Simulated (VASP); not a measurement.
## BaZrO3: single point with r2SCAN

The system is BaZrO3.

```
Ba Zr O
1.0
     3.83134    0.00000    0.00000
     0.00000    3.83134    0.00000
     0.00000    0.00000    4.98075
Ba Zr O
1 1 3
Cartesian
  1.9157 1.9157 2.4904
  0.0000 0.0000 0.0000
  1.9157 0.0000 0.0000
  0.0000 1.9157 0.0000
  0.0000 0.0000 2.4904
```

This cell differs from its parent crystal: ratio of the length along z to the lengths across it x 1.3, volume and fractional coordinates fixed.

```yaml
Program: VASP 6.6.1
Task: single point
Functional: r2SCAN
Potentials_or_basis: VASP PAW PBE potentials, release 64 (Ba_sv, Zr_sv, O)
Cutoff: 520 eV
k_mesh: 6 × 6 × 6
Occupations: gaussian, width 0.05 eV
Spin: no spin polarisation
```

The pressure is 22.0 GPa and the band gap on the k mesh is 3.34 eV (least direct gap 3.49 eV).

Stress tensor (GPa, compression positive):
```
 41.08   0.00   0.00
  0.00  41.08   0.00
  0.00   0.00 -16.11
```

Levels at points of the mesh, in eV from the valence-band top:
```tsv
k point	band 17	band 18	band 19	band 20	band 21	band 22	band 23	band 24
(0.00, 0.00, 0.00)	-0.59	-0.59	-0.15	-0.15	3.34	3.34	3.98	4.25
(0.50, 0.00, 0.00)	-1.90	-1.80	-0.95	-0.29	3.96	5.48	7.06	7.19
(0.50, 0.50, 0.00)	-1.38	-0.21	-0.21	-0.01	5.51	6.58	6.58	8.35
(0.00, 0.00, 0.50)	-0.69	-0.69	-0.24	-0.24	4.36	4.55	4.55	4.79
(0.50, 0.00, 0.50)	-1.97	-1.90	-1.20	-0.35	4.70	6.31	6.87	7.29
(0.50, 0.50, 0.50)	-2.56	-0.08	-0.08	0.00	5.23	5.23	7.46	7.51
```

Run time: 2.5 min on 1 thread of Intel(R) Xeon(R) Platinum 8488C (Sapphire Rapids), on a shared host, peak memory 0.24 GiB.

Caveat: the stress differs along the axes, from -16 to 41 GPa; the PAW data sets were made with another functional, which shifts forces and pressure a little; spin-orbit coupling is left out, which moves the levels of the heavy elements. A k mesh can miss the band edges.
